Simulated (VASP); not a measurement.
## H3CCl: single point with PBE

The system is H3CCl.

```
C Cl H
1.0
     9.02872    0.00000    0.00000
     0.00000    9.02872    0.00000
     0.00000    0.00000    9.02872
C Cl H
8 8 24
Direct
  0.36001 0.43304 0.35006
  0.97986 0.72045 0.63621
  0.06595 0.20260 0.69373
  0.60618 0.53263 0.77740
  0.32084 0.92415 0.98518
  0.89503 0.29840 0.30306
  0.56486 0.93268 0.46852
  0.82662 0.84848 0.05861
  0.54546 0.50249 0.38785
  0.98593 0.64150 0.46316
  0.17423 0.09262 0.56081
  0.58263 0.48073 0.96075
  0.30303 0.84351 0.16873
  0.02762 0.35394 0.16377
  0.63758 0.97812 0.65678
  0.89230 0.01729 0.99486
  0.35529 0.41593 0.22610
  0.34520 0.34400 0.42921
  0.29194 0.53365 0.39535
  0.06922 0.79831 0.64558
  0.87506 0.76816 0.65046
  0.00713 0.63225 0.71799
  0.01387 0.12094 0.75980
  0.12883 0.27032 0.77220
  0.98262 0.26080 0.63327
  0.56309 0.44510 0.71110
  0.55001 0.63492 0.74794
  0.72323 0.55037 0.75407
  0.28719 0.03526 0.00250
  0.43695 0.92210 0.94101
  0.23797 0.87295 0.90894
  0.91372 0.17516 0.30747
  0.93233 0.34497 0.40692
  0.77851 0.32803 0.28963
  0.45276 0.96855 0.49223
  0.61983 0.00437 0.38649
  0.57007 0.81414 0.44914
  0.72462 0.82793 0.00789
  0.90118 0.76219 0.04042
  0.82153 0.86296 0.17605
```

| Item | Value |
| --- | --- |
| Program | VASP 6.6.1 |
| Task | single point |
| Functional | PBE |
| Potentials or basis | VASP PAW PBE potentials, release 64 (C, Cl, H) |
| Cutoff | 520 eV |
| k mesh | 1 × 1 × 1 |
| Occupations | fermi-dirac, width 0.05 eV |
| Spin | no spin polarisation |

The pressure is 0.8 GPa, the largest force is 2.696 eV/Å and the band gap on the k mesh is 5.32 eV.

Forces on the atoms (eV/Å):
```
C   -0.194  2.660  0.394
C    1.553 -1.231  1.244
C    0.805 -0.664 -0.192
C    0.450  0.559 -0.582
C    0.094 -0.853 -0.242
C    0.881 -1.655  0.137
C   -0.080  0.915  1.320
C    0.214  0.832  0.975
Cl   0.369 -0.129 -0.120
Cl   0.082 -0.623 -1.581
Cl  -0.168  0.789  0.588
Cl  -0.149 -0.006  1.172
Cl   0.233 -0.060 -0.618
Cl  -0.671  0.345  0.053
Cl   0.305 -0.344 -0.767
Cl   0.588  1.015 -0.622
H   -0.365 -0.124  1.393
H   -0.229 -0.683 -0.451
H    0.470 -1.689 -1.252
H    0.315  0.830 -0.021
H   -1.394  0.783  0.544
H   -0.516  0.332 -0.124
H   -0.728 -0.895  0.628
H    0.502  0.191 -0.564
H   -0.380  0.646 -0.486
H   -0.223 -0.694 -0.763
H   -0.351  0.281  0.256
H    0.239 -0.173 -0.009
H   -0.227  1.268 -0.006
H   -0.779 -0.316  0.426
H    0.667 -0.009  0.436
H   -0.534  0.847  0.076
H    0.209  0.256  0.299
H    0.104  0.174 -0.742
H   -0.458 -0.054 -0.740
H   -0.038 -0.339  0.237
H    0.265 -0.157 -0.069
H   -1.662 -0.453 -0.522
H    1.345 -1.372 -0.623
H   -0.543 -0.199  0.919
```

Stress tensor (GPa, compression positive):
```
 1.06  0.29  0.31
 0.29  1.10 -0.32
 0.31 -0.32  0.20
```

Levels at points of the mesh, in eV from the valence-band top:
| k point | band 52 | band 53 | band 54 | band 55 | band 56 | band 57 | band 58 | band 59 | band 60 | band 61 |
| --- | --- | --- | --- | --- | --- | --- | --- | --- | --- | --- |
| (0.00, 0.00, 0.00) | -0.19 | -0.17 | -0.11 | -0.03 | 0.00 | 5.32 | 5.45 | 5.72 | 5.83 | 6.16 |

Wall time 100 s on 1 thread of AMD EPYC 7R13 Processor (Zen 3) (shared host), peak memory 0.63 GiB.

Caveat: the k points lie up to 0.70 Å⁻¹ apart.
